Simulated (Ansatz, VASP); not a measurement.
SiGeTe2S2 in VASP and in Ansatz

```
CELL_PARAMETERS angstrom
4.80319 0.00000 0.00000
0.00000 4.80319 0.00000
0.00000 0.00000 6.22759
ATOMIC_POSITIONS crystal
Si 0.00000 0.00000 0.00000
Ge 0.00000 0.00000 0.50000
Te 0.50000 0.50000 0.71832
Te 0.50000 0.50000 0.28168
S 0.50000 0.00000 0.00000
S 0.00000 0.50000 0.00000
```

Change from the starting cell: species swapped into the LaAl2BRu2 type (P4/mmm, No. 123).

Alike in both runs: functional PBE; k mesh 4 × 4 × 4; occupations gaussian, width 0.1 eV; no spin polarisation.

Ansatz relaxed the structure, and its values are those at the end. VASP's run is a single point on that final structure, the one shown.

|  | VASP | Ansatz |
| --- | --- | --- |
| version | VASP 6.6.1 | Ansatz 0.2.0 |
| potentials or method | VASP PAW PBE potentials, release 64 (Si, Ge_d, Te, S), cutoff 520 eV | scalar-relativistic, plane waves, PAW |
| valence electrons in the cell | 42 | 62 |

```csv
,VASP,Ansatz,Ansatz less VASP
gap on the k mesh at the Fermi level (eV),none,none,-
pressure (GPa),-0.1,0.0,+0.09
rms of the force components (eV/Å),0.005,0.003,-0.0021
```

A gap of «none» marks a metal or a gap that the smearing closes. VASP's potentials hold 42 valence electrons a cell and Ansatz's 62, so a difference there can come from the potentials and not from the codes.

Neither program's run includes spin-orbit coupling.
